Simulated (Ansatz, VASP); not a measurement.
# One calculation of C, two programs

Contents of INCAR:

```
ALGO     = Normal         # electronic algorithm
EDIFF    = 1E-6           # SCF threshold, eV
ENCUT    = 520            # plane-wave cutoff, eV
GGA      = CA             # functional
ISIF     = 2              # what is computed and relaxed
ISMEAR   = 0              # smearing method
LASPH    = True           # aspherical terms in the spheres
LCHARG   = False          # write CHGCAR
LREAL    = False          # projectors in reciprocal space
LWAVE    = False          # write WAVECAR
NBANDS   = 26             # bands
NELM     = 60             # most SCF steps
PREC     = Accurate       # precision mode
SIGMA    = 0.05           # smearing width, eV
```

The input KPOINTS:

```
k-points
0
Gamma
  12 12 4
```

POSCAR

```
C
1.0
    2.4606208111      0.0000000000      0.0000000000
   -1.2303104055      2.1309601315      0.0000000000
    0.0000000000      0.0000000000      8.4056584863
C
8
Direct
    0.0000000000      0.0000000000      0.0943974049
    0.0000000000      0.0000000000      0.5943974049
    0.0000000000      0.0000000000      0.4056025951
    0.0000000000      0.0000000000      0.9056025951
    0.3333333333      0.6666666667      0.1544085368
    0.6666666667      0.3333333333      0.6544085368
    0.3333333333      0.6666666667      0.3455914632
    0.6666666667      0.3333333333      0.8455914632
```

Input for Ansatz:

```yaml
crystal:
  lattice:
    - [2.4606208111, 0.0, 0.0]
    - [-1.2303104055, 2.1309601315, 0.0]
    - [0.0, 0.0, 8.4056584863]
  atoms:
    - { symbol: C, position: [0.0, 0.0, 0.0943974049] }
    - { symbol: C, position: [0.0, 0.0, 0.5943974049] }
    - { symbol: C, position: [0.0, 0.0, 0.4056025951] }
    - { symbol: C, position: [0.0, 0.0, 0.9056025951] }
    - { symbol: C, position: [0.3333333333, 0.6666666667, 0.1544085368] }
    - { symbol: C, position: [0.6666666667, 0.3333333333, 0.6544085368] }
    - { symbol: C, position: [0.3333333333, 0.6666666667, 0.3455914632] }
    - { symbol: C, position: [0.6666666667, 0.3333333333, 0.8455914632] }
basis:
  ecutwfc: 520.0
kpoints:
  mp_grid: { grid: [12, 12, 4] }
hamiltonian:
  xc: lda
  pseudopotentials: { kind: paw, azcp: { folder: soft_1 } }
scf:
  occupations: { method: gaussian, width: 0.05 }
output:
  forces: true
  stress: true
  eigenvalues: true
  write_density: true
  write_potential: true
  elf: true
  volumetric_format: npy
```

Change from the starting cell: mode 21 frozen in at +0.012 Å, strain +e along z and -e/2 along x and y +0.0233.

Alike in both runs: task single point; functional LDA; k mesh 12 × 12 × 4; occupations gaussian, width 0.05 eV; no spin polarisation.

```csv
,VASP,Ansatz
version,VASP 6.6.1,Ansatz 0.2.0
potentials or method,"VASP PAW LDA potentials, release 64 (C), cutoff 520 eV","scalar-relativistic, plane waves, PAW"
valence electrons in the cell,32,32
```

Ansatz gave:

```
gap on the k mesh at the Fermi level (eV)                     : 4.16
least direct gap on the mesh (eV)                             : 4.16
pressure (GPa)                                                : 1.8
traceless stress, the component that is largest in VASP (GPa) : -28.60
rms of the force components (eV/Å)                            : 0.443
```

Q: Which values does VASP return?

A: gap on the k mesh at the Fermi level (eV): 4.16; least direct gap on the mesh (eV): 4.16; pressure (GPa): 3.6; traceless stress, the component that is largest in VASP (GPa): -28.87; rms of the force components (eV/Å): 0.455.

Ansatz warns that its potentials were made for another functional, while VASP's fit it. LDA's correlation is that of Perdew and Zunger in VASP and of Perdew and Wang (1992) in Ansatz. Atom by atom the forces differ by 0.011 eV/Å (rms over components).
